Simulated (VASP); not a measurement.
# WS4 in VASP: single point with PBE

Aim: the single point of WS4 with PBE.

All numbers are computed with VASP 6.6.1; they aren't measurements. Logs are shortened: lines on timing, memory, paths and dates and some standing lists are left out, and cuts for length are marked.

### 1 The cell of the first run

The cell holds a slab with vacuum, 5 atoms: a = 3.189 Å, b = 3.189 Å, c = 45.759 Å, α = 90.00°, β = 90.00°, γ = 120.00°.

### 2 Single point, PBE

INCAR

```
SYSTEM = WS4
PREC = Accurate
ENCUT = 520
EDIFF = 1E-6
ISMEAR = 0
SIGMA = 0.05
LREAL = .FALSE.
LASPH = .TRUE.
NELM = 100
ALGO = Normal
ISIF = 2
LWAVE = .FALSE.
LCHARG = .TRUE.
LDIPOL = .TRUE.
IDIPOL = 3
DIPOL = 0.5 0.5 0.500
GGA = PE
LELF = .TRUE.
LVHAR = .TRUE.
LVACPOTAV = .TRUE.
NBANDS = 27
```

KPOINTS

```
regular mesh
0
G
  9 9 1
  0 0 0
```

POSCAR

```
WS4
1.0
    3.1885197258      0.0000000000      0.0000000000
   -1.5942598629      2.7613390830      0.0000000000
    0.0000000000      0.0000000000     45.7594857743
S W
4 1
Direct
    0.6666666667      0.3333333333      0.1639004432
    0.6666666667      0.3333333333      0.4656699359
    0.6666666667      0.3333333333      0.5343300641
    0.6666666667      0.3333333333      0.8360995568
    0.3333333333      0.6666666667      0.5000000000
```

Potentials or basis: VASP PAW PBE potentials, release 64 (S, W_sv).

Started as:

```bash
cat potpaw_PBE.64/S/POTCAR potpaw_PBE.64/W_sv/POTCAR > POTCAR
mpirun -np 1 vasp_std > vasp.out
```

OUTCAR:

```text
SYSTEM = WS4
   PREC = Accurate
   ENCUT = 520
   EDIFF = 1E-6
   ISMEAR = 0
   LREAL = .FALSE.
   LASPH = .TRUE.
   NELM = 100
   ISIF = 2
   GGA = PE

 ion  position               nearest neighbor table
   1  0.667  0.333  0.164-
   2  0.667  0.333  0.466-   5 2.42   5 2.42   5 2.42
   3  0.667  0.333  0.534-   5 2.42   5 2.42   5 2.42
   4  0.667  0.333  0.836-
   5  0.333  0.667  0.500-   2 2.42   3 2.42   2 2.42   3 2.42   2 2.42   3 2.42

  LATTYP: Found a hexagonal cell.
 ALAT       =     3.1885197258
 C/A-ratio  =    14.3513259159

  Lattice vectors:

 A1 = (   3.1885197258,   0.0000000000,   0.0000000000)
 A2 = (  -1.5942598629,   2.7613390830,   0.0000000000)
 A3 = (   0.0000000000,   0.0000000000,  45.7594857743)

Analysis of symmetry for initial positions (statically):
=====================================================================
 Subroutine PRICEL returns:
 Original cell was already a primitive cell.

 Routine SETGRP: Setting up the symmetry group for a
 hexagonal supercell.

 Subroutine GETGRP returns: Found 12 space group operations
 (whereof 12 operations were pure point group operations)
 out of a pool of 24 trial point group operations.

The static configuration has the point symmetry D_3h.

Analysis of symmetry for dynamics (positions and initial velocities):
=====================================================================
 Subroutine PRICEL returns:
 Original cell was already a primitive cell.

 Routine SETGRP: Setting up the symmetry group for a
 hexagonal supercell.

 Subroutine GETGRP returns: Found 12 space group operations
 (whereof 12 operations were pure point group operations)
 out of a pool of 24 trial point group operations.

The dynamic configuration has the point symmetry D_3h.

 Subroutine INISYM returns: Found 12 space group operations
 (whereof 12 operations are pure point group operations),
 and found     1 'primitive' translations

----------------------------------------------------------------------------------------

                                     Primitive cell

  volume of cell :     402.8932

  direct lattice vectors                    reciprocal lattice vectors
     3.188519726  0.000000000  0.000000000     0.313625157  0.181071569  0.000000000
    -1.594259863  2.761339083  0.000000000     0.000000000  0.362143138  0.000000000
     0.000000000  0.000000000 45.759485774     0.000000000  0.000000000  0.021853392

[... 82 lines left out ...]
   ISIF   =      2    stress and relaxation
   ISYM   =      2    0-nonsym 1-usesym 2-fastsym
   POTIM  = 0.5000    time-step for ionic-motion
   TEBEG  =    0.0;   TEEND  =   0.0 temperature during run
   PSTRESS=    0.0 pullay stress
   NELECT =      38.0000    total number of electrons
   NUPDOWN=      -1.0000    fix difference up-down
   EMIN   =  10.00;   EMAX   =-10.00  energy-range for DOS
   EFERMI =   0.00;   METHOD = LEGACY
   ISMEAR =     0;   SIGMA  =   0.05  broadening in eV -4-tet -1-fermi 0-gaus
   EFERMI_NEDOS =   21; number of points for ismear=-14 and -15
   IALGO  =     38    algorithm
   IMIX   =      4    mixing-type and parameters
     AMIX     =   0.40;   BMIX     =  1.00
     AMIX_MAG =   1.60;   BMIX_MAG =  1.00
  volume/ion in A,a.u.               =      80.58       543.77
  Fermi-wavevector in a.u.,A,eV,Ry     =   0.745200  1.408223  7.555624  0.555323
  Thomas-Fermi vector in A             =   1.840731
   LORBIT       =      0    0 simple, 1 ext, 2 COOP (PROOUT), +10 PAW based schemes
   GGA     = PE    functional components
   LHFCALC =     F    Hartree Fock is set to
   AEXX    =    0.0000 exact exchange contribution
   IVDW    =     0    specifies the selected vdW correction
   LEPSILON=     F    determine dielectric tensor
   LRPA    =     F    only Hartree local field effects (RPA)
 non-spin polarized calculation
 Gauss-broadening in eV      SIGMA  =   0.05
  energy-cutoff  :      520.00
  volume of cell :      402.89
 maximum number of plane-waves:     10916
 NGX is ok and might be reduce to    24
   NGX = 11   NGY = 11   NGZ =171

 dipolmoment           0.000000      0.000000      0.000000 electrons x Angstroem

 number of electron      38.0000006 magnetization

 dipolmoment           0.000000      0.000000     -0.000000 electrons x Angstroem

 Free energy of the ion-electron system (eV)
  ---------------------------------------------------
  ext. energy  EPLUGINS =         0.00000000
  ---------------------------------------------------
  free energy    TOTEN  =       -27.75365975 eV

  energy without entropy =      -27.73816721  energy(sigma->0) =      -27.74591348

 E-fermi :  -3.7928     XC(G=0):  -3.2779

 val. band max:       -3.8184210247   @ k =   0.1111   0.1111   0.0000
 cond. band min:      -3.7679166299   @ k =   0.3333   0.2222   0.0000
 fundamental gap:      0.0505043948
 Fermi energy:        -3.7928273970

 k-point     1 :       0.0000    0.0000    0.0000
  band No.  band energies     occupation
      1     -77.8730      2.00000
      2     -42.0974      2.00000
      3     -41.9584      2.00000
      4     -41.9584      2.00000
      5     -18.5335      2.00000
      6     -16.9162      2.00000
[... 349 lines left out ...]
     26       2.8316      0.00000
     27       3.2686      0.00000

------------------------ aborting loop because EDIFF is reached ----------------------------------------

  FORCE on cell =-STRESS in cart. coord.  units (eV):
  Direction    XX          YY          ZZ          XY          YZ          ZX
  --------------------------------------------------------------------------------------
  -------------------------------------------------------------------------------------
  Total       -6.4361876     -6.4361876      0.0262660      0.0000000     -0.0000000      0.0000000
  in kB      -25.5946557    -25.5946557      0.1044516      0.0000000     -0.0000000      0.0000000
  external PRESSURE =     -17.0282866 kB  Pullay stress =       0.0000000 kB

 VOLUME and BASIS-vectors are now :
 -----------------------------------------------------------------------------
  energy-cutoff  :      520.00
  volume of cell :      402.89
      direct lattice vectors                 reciprocal lattice vectors
     3.188519726  0.000000000  0.000000000     0.313625157  0.181071569  0.000000000
    -1.594259863  2.761339083  0.000000000     0.000000000  0.362143138  0.000000000
     0.000000000  0.000000000 45.759485774     0.000000000  0.000000000  0.021853392

 POSITION                                       TOTAL-FORCE (eV/Angst)
 -----------------------------------------------------------------------------------
      1.59426      0.92045      7.50000         0.000000     -0.000000      0.000243
      1.59426      0.92045     21.30882        -0.000000      0.000000     -0.006680
      1.59426      0.92045     24.45067        -0.000000     -0.000000      0.006680
      1.59426      0.92045     38.25949         0.000000     -0.000000     -0.000243
     -0.00000      1.84089     22.87974         0.000000     -0.000000     -0.000000
 -----------------------------------------------------------------------------------
    total drift:                               -0.000000      0.000000     -0.000000

  FREE ENERGIE OF THE ION-ELECTRON SYSTEM (eV)
  ---------------------------------------------------
  free  energy   TOTEN  =       -27.7536597490 eV

  energy  without entropy=      -27.7381672116  energy(sigma->0) =      -27.74591348

 vacuum level on the upper side and lower side of the slab         3.242         3.242
```

It took 6.8 min on 1 thread of Intel Xeon Platinum 8259CL at 2.50GHz (Skylake/Cascade Lake), shared host; peak memory 0.52 GiB.

Results:

| Quantity | Value |
| --- | --- |
| Free energy | -27.7537 eV |
| Largest force | 0.007 eV/Å |
| Band gap on the k mesh | zero (bands 19 and 20 overlap by 2.02 eV) |

Forces on the atoms (eV/Å):
```
S    0.000  0.000  0.000
S    0.000  0.000 -0.007
S    0.000  0.000  0.007
S    0.000  0.000  0.000
W    0.000  0.000  0.000
```

Caveat: spin-orbit coupling is left out, which moves the levels of the heavy elements.
